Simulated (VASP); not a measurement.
# SrTiO3 (Pm-3m) in VASP: settings compared, part 2 of 2

VASP 6.6.1. Earlier steps stand in the parts before.

**3. Single point, r2SCAN+rVV10**

This run uses another cell than the first one, of 11.84 Å³/atom.

Input file POSCAR:

```
SrTiO3
1.0
    3.8969886712      0.0000000000      0.0000000000
    0.0000000000      3.8969886712      0.0000000000
    0.0000000000      0.0000000000      3.8969886712
Sr Ti O
1 1 3
Direct
    0.0000000000      0.0000000000      0.0000000000
    0.5000000000      0.5000000000      0.5000000000
    0.5000000000      0.5000000000      0.0000000000
    0.5000000000      0.0000000000      0.5000000000
    0.0000000000      0.5000000000      0.5000000000
```

Input file INCAR.step1:

```
SYSTEM = SrTiO3
PREC = Accurate
ENCUT = 520
ISMEAR = -1
SIGMA = 0.03
LREAL = .False.
LASPH = .True.
NELM = 100
NBANDS = 28
GGA = PE
ALGO = Normal
EDIFF = 1E-4
LWAVE = .True.
LCHARG = .False.
```

Input file INCAR.step2:

```
SYSTEM = SrTiO3
PREC = Accurate
ENCUT = 520
EDIFF = 1E-7
ISMEAR = -1
SIGMA = 0.03
LREAL = .False.
LASPH = .True.
NELM = 100
ALGO = Normal
ISIF = 2
LWAVE = .False.
LCHARG = .False.
METAGGA = R2SCAN
LMIXTAU = .True.
LUSE_VDW = .True.
IVDW_NL = 2
BPARAM = 11.95
CPARAM = 0.0093
NBANDS = 28
ISTART = 1
```

Input file KPOINTS:

```
regular mesh
0
Gamma
  8 8 8
  0 0 0
```

Potentials or basis: VASP PAW PBE potentials, release 64 (Sr_sv, Ti_sv, O).

Started as:

```bash
cat potpaw_PBE.64/Sr_sv/POTCAR potpaw_PBE.64/Ti_sv/POTCAR potpaw_PBE.64/O/POTCAR > POTCAR
cp INCAR.step1 INCAR
mpirun -np 1 vasp_std > vasp.out
cp INCAR.step2 INCAR
mpirun -np 1 vasp_std > vasp.out
```

OUTCAR:

```text
SYSTEM = SrTiO3
   PREC = Accurate
   ENCUT = 520
   EDIFF = 1E-7
   ISMEAR = -1
   LREAL = .False.
   LASPH = .True.
   NELM = 100
   ISIF = 2
   METAGGA = R2SCAN
   IVDW_NL = 2
   BPARAM = 11.95
   ISTART = 1

 ion  position               nearest neighbor table
   1  0.000  0.000  0.000-   3 2.76   4 2.76   5 2.76   4 2.76   5 2.76   3 2.76   5 2.76   5 2.76
                             3 2.76   4 2.76   4 2.76   3 2.76   2 3.37   2 3.37   2 3.37   2 3.37
   2  0.500  0.500  0.500-   3 1.95   4 1.95   5 1.95   3 1.95   4 1.95   5 1.95   1 3.37   1 3.37
                             1 3.37   1 3.37   1 3.37   1 3.37   1 3.37   1 3.37
   3  0.500  0.500  0.000-   2 1.95   2 1.95   1 2.76   1 2.76   1 2.76   1 2.76
   4  0.500  0.000  0.500-   2 1.95   2 1.95   1 2.76   1 2.76   1 2.76   1 2.76
   5  0.000  0.500  0.500-   2 1.95   2 1.95   1 2.76   1 2.76   1 2.76   1 2.76

  LATTYP: Found a simple cubic cell.
 ALAT       =     3.8969886712

  Lattice vectors:

 A1 = (   3.8969886712,   0.0000000000,   0.0000000000)
 A2 = (   0.0000000000,   3.8969886712,   0.0000000000)
 A3 = (   0.0000000000,   0.0000000000,   3.8969886712)

[... 183 lines left out ...]

 val. band max:        3.8866014116   @ k =   0.5000   0.5000   0.5000
 cond. band min:       6.1703304785   @ k =   0.0000   0.0000   0.0000
 fundamental gap:      2.2837290669
 Fermi energy:         4.5037012185

 k-point     1 :       0.0000    0.0000    0.0000
  band No.  band energies     occupation
      1     -54.7421      2.00000
      2     -29.9468      2.00000
      3     -29.9468      2.00000
      4     -29.9468      2.00000
      5     -29.9263      2.00000
      6     -14.5571      2.00000
[... 733 lines left out ...]
     27      12.7627      0.00000
     28      13.3536      0.00000

 [... further k-points ...]

------------------------ aborting loop because EDIFF is reached ----------------------------------------

  FORCE on cell =-STRESS in cart. coord.  units (eV):
  Direction    XX          YY          ZZ          XY          YZ          ZX
  --------------------------------------------------------------------------------------
  -------------------------------------------------------------------------------------
  Total        0.3852911      0.3852911      0.3852911      0.0000000      0.0000000     -0.0000000
  in kB       10.4306689     10.4306689     10.4306689      0.0000000      0.0000000     -0.0000000
  external PRESSURE =      10.4306689 kB  Pullay stress =       0.0000000 kB

 VOLUME and BASIS-vectors are now :
 -----------------------------------------------------------------------------
  energy-cutoff  :      520.00
  volume of cell :       59.18
      direct lattice vectors                 reciprocal lattice vectors
     3.896988671  0.000000000  0.000000000     0.256608393  0.000000000  0.000000000
     0.000000000  3.896988671  0.000000000     0.000000000  0.256608393  0.000000000
     0.000000000  0.000000000  3.896988671     0.000000000  0.000000000  0.256608393

 POSITION                                       TOTAL-FORCE (eV/Angst)
 -----------------------------------------------------------------------------------
      0.00000      0.00000      0.00000         0.000000      0.000000      0.000000
      1.94849      1.94849      1.94849         0.000000      0.000000      0.000000
      1.94849      1.94849      0.00000         0.000000      0.000000      0.000000
      1.94849      0.00000      1.94849         0.000000      0.000000      0.000000
      0.00000      1.94849      1.94849         0.000000      0.000000      0.000000
 -----------------------------------------------------------------------------------
    total drift:                                0.000000      0.000000     -0.000000

  FREE ENERGIE OF THE ION-ELECTRON SYSTEM (eV)
  ---------------------------------------------------
  free  energy   TOTEN  =       -62.3717680254 eV

  energy  without entropy=      -62.3717680253  energy(sigma->0) =      -62.37176803
```

Run time: 8.8 min. Hardware: 1 thread of Intel Xeon 8259CL, shared host; peak memory 0.33 GiB.

Results:

| Property | Result |
| --- | --- |
| Free energy | -62.3718 eV |
| Pressure | 1.0 GPa |
| Band gap on the k mesh | 2.28 eV (least direct gap 2.66 eV) |

Caveat: the PAW data sets were made with another functional, which shifts forces and pressure a little. A k mesh can miss the band edges.

**4. Relaxation of cell and atoms, PBEsol**

This run uses another cell than the first one, of 16.31 Å³/atom.

Input file INCAR:

```
ALGO     = Normal         # electronic algorithm
EDIFF    = 1E-6           # SCF threshold, eV
EDIFFG   = -0.01          # ionic threshold
ENCUT    = 600            # plane-wave cutoff, eV
GGA      = PS             # functional
IBRION   = 2              # ionic algorithm
ISIF     = 3              # what is computed and relaxed
ISMEAR   = -1             # smearing method
LASPH    = True           # aspherical terms in the spheres
LCHARG   = False          # write CHGCAR
LREAL    = False          # projectors in reciprocal space
LWAVE    = False          # write WAVECAR
NELM     = 60             # most SCF steps
NSW      = 100            # ionic steps
PREC     = Accurate       # precision mode
SIGMA    = 0.03           # smearing width, eV
```

Input file KPOINTS:

```
k-points
0
Gamma
  6 6 6
```

POSCAR, as its differences from that of step 3:

```diff
@@ -2,5 +2,5 @@
 1.0
-    3.8969886712      0.0000000000      0.0000000000
-    0.0000000000      3.8969886712      0.0000000000
-    0.0000000000      0.0000000000      3.8969886712
+    4.3363462000      0.0000000000      0.0000000000
+    0.0000000000      4.3363462000      0.0000000000
+    0.0000000000      0.0000000000      4.3363462000
 Sr Ti O
```

Started as:

```bash
cat potpaw_PBE.64/Sr_sv/POTCAR potpaw_PBE.64/Ti_sv/POTCAR potpaw_PBE.64/O/POTCAR > POTCAR
mpirun -np 1 vasp_std > vasp.out
```

It took 5.3 min on 1 thread of Intel Xeon 8259CL, shared host; peak memory 0.25 GiB.

It converged, with:

```yaml
Free_energy: -42.0654 eV
Relaxed_volume: 11.82 Å³/atom
Relaxed_cell: a = 3.895 Å, b = 3.895 Å, c = 3.895 Å, α = 90.00°, β = 90.00°, γ = 90.00°
Space_group_after_relaxing_to_0.1_Å: Pm-3m (No. 221)
Energy_gained_by_relaxing: 550.1 meV/atom
Ionic_steps: 6
Pressure_after_relaxing: 0.0 GPa
Band_gap_on_the_k_mesh: 1.82 eV (least direct gap 2.17 eV)
```

Step by step:
```csv
step,energy change (eV),largest force (eV/Å),pressure (GPa),volume (Å³)
1,0.0000,0.0000,-29.23,81.54
2,-1.9642,0.0000,36.32,51.23
3,-2.7500,0.0000,-0.70,59.33
4,-2.7503,0.0000,0.53,58.93
5,-2.7503,0.0000,-0.44,59.24
6,-2.7506,0.0000,0.00,59.09
```

Final structure:
```
Sr Ti O
1.0
     3.89508    0.00000    0.00000
     0.00000    3.89508    0.00000
     0.00000    0.00000    3.89508
Sr Ti O
1 1 3
Direct
  0.00000 0.00000 0.00000
  0.50000 0.50000 0.50000
  0.50000 0.50000 0.00000
  0.50000 0.00000 0.50000
  0.00000 0.50000 0.50000
```

Levels at points of the mesh, in eV from the valence-band top:
```csv
k point,band 16,band 17,band 18,band 19,band 20,band 21,band 22,band 23,band 24
"(0.00, 0.00, 0.00)",-1.20,-1.20,-0.35,-0.35,-0.35,1.82,1.82,1.82,4.39
"(0.50, 0.00, 0.00)",-2.41,-2.41,-2.06,-0.74,-0.74,2.00,3.82,3.82,4.41
"(0.50, 0.50, 0.00)",-2.94,-1.74,-1.60,-1.60,-0.10,3.83,3.83,4.28,5.38
"(0.50, 0.50, 0.50)",-3.80,-3.80,0.00,0.00,0.00,4.52,4.52,4.52,6.90
```

Caveat: the volume moved by over 15 % at a fixed basis, so the end points are rough; the PAW data sets were made with another functional, which shifts forces and pressure a little.

**5. Summary**

| task | level | cell | k mesh | cutoff (eV) | gap on the mesh (eV) | pressure (GPa) |
| --- | --- | --- | --- | --- | --- | --- |
| single point | PBEsol | a = 3.891 Å, 5 atoms | 6 × 6 × 6 | 520 | 1.82 | 0.7 |
| single point | r2SCAN+rVV10 | a = 3.897 Å, 5 atoms | 8 × 8 × 8 | 520 | 2.28 | 1.0 |
| relaxation of cell and atoms | PBEsol | relaxed from a = 4.336 Å, 5 atoms | 6 × 6 × 6 | 600 | 1.82 | 0.0 |

Alike in all rows: potentials or basis VASP PAW PBE potentials, release 64 (Sr_sv, Ti_sv, O); no spin polarisation; smearing fermi-dirac 0.03 eV.

Caveats: the PAW data sets were made with another functional, which shifts forces and pressure a little; the volume moved by over 15 % at a fixed basis, so the end points are rough (at least some runs).

Total energies depend on the potentials used, so only differences within one code and one set of settings carry meaning.
